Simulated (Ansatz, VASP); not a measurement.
This is a calculation of PbO for Ansatz 0.2.0.

The input input.yaml:

```yaml
crystal:
  lattice:
    - [3.99, 0.0, 0.0]
    - [0.0, 3.99, 0.0]
    - [0.0, 0.0, 5.01]
  atoms:
    - { symbol: Pb, position: [0.5, 0.0, 0.76] }
    - { symbol: Pb, position: [0.0, 0.5, 0.24] }
    - { symbol: O, position: [0.5, 0.5, 0.0] }
    - { symbol: O, position: [0.0, 0.0, 0.0] }
hamiltonian:
  xc:
    exchange: pbe
    correlation: pbe
    exx: { coeff: 0.15, omega: 0.2078699 }
  pseudopotentials: { kind: paw }
kpoints:
  mp_grid: { grid: [4, 4, 3] }
scf:
  occupations: { method: fermi_dirac, width: 0.05 }
output:
  forces: true
  stress: true
  eigenvalues: true
```

Potentials or basis: Ansatz PAW.

Launch:

```bash
$ ansatz run input.yaml --threads 2 --pin off --max-ram 5632MiB --backend cpu --events-out ev --progress --plain --runs-dir out
```

**Question.** Translate it to VASP 6.6.1. Potentials there: VASP PAW PBE potentials, release 64 (Pb_d, O).

**Answer.** As run (the cutoff follows the program's own potentials):

The input POSCAR:

```
PbO
1.0
    3.9900000000      0.0000000000      0.0000000000
    0.0000000000      3.9900000000      0.0000000000
    0.0000000000      0.0000000000      5.0100000000
Pb O
2 2
Direct
    0.5000000000      0.0000000000      0.7600000000
    0.0000000000      0.5000000000      0.2400000000
    0.5000000000      0.5000000000      0.0000000000
    0.0000000000      0.0000000000      0.0000000000
```

File INCAR.step1:

```
SYSTEM = PbO
ALGO = Normal
EDIFF = 1E-5
ENCUT = 520
GGA = PE
GGA_COMPAT = .False.
ISIF = 2
ISMEAR = -1
LASPH = .True.
LCHARG = .False.
LREAL = .False.
LWAVE = .True.
NBANDS = 28
NELM = 120
PREC = Accurate
SIGMA = 0.05
```

The input INCAR.step2:

```
SYSTEM = PbO
AEXX = 0.15
ALGO = Normal
EDIFF = 1E-6
ENCUT = 520
GGA = PE
GGA_COMPAT = .False.
HFSCREEN = 0.2078699
ISIF = 2
ISMEAR = -1
ISTART = 1
LASPH = .True.
LCHARG = .False.
LHFCALC = .True.
LREAL = .False.
LWAVE = .False.
NBANDS = 28
NELM = 120
PREC = Accurate
PRECFOCK = Normal
SIGMA = 0.05
```

The input KPOINTS:

```
k-points
0
Gamma
  4 4 3
  0 0 0
```

Potentials or basis: VASP PAW PBE potentials, release 64 (Pb_d, O).

Command:

```sh
$ cat potpaw_PBE.64/Pb_d/POTCAR potpaw_PBE.64/O/POTCAR > POTCAR
$ cp INCAR.step1 INCAR
$ mpirun -np 1 vasp_std > vasp.out
$ cp INCAR.step2 INCAR
$ mpirun -np 1 vasp_std > vasp.out
```

Both were run:

|  | VASP | Ansatz | Ansatz less VASP |
| --- | --- | --- | --- |
| gap on the k mesh at the Fermi level (eV) | 1.54 | 1.53 | -0.007 |
| least direct gap on the mesh (eV) | 2.75 | 2.75 | -0.003 |
| pressure (GPa) | 0.7 | 0.7 | -0.09 |
| traceless stress, the component that is largest in VASP (GPa) | -0.39 | -0.38 | +0.017 |
| rms of the force components (eV/Å) | 0.143 | 0.163 | +0.0209 |

VASP's potentials were made for PBE, not for PBE-based screened hybrid. Atom by atom the forces differ by 0.021 eV/Å (rms over components). The functional is the same, so the differences come from potentials, cutoffs and numerics.

Neither program's run includes spin-orbit coupling. Noted on Ansatz's run: odd divisions of the mesh miss points on the zone boundary, where band edges often lie, so the gap on the mesh can be too wide.
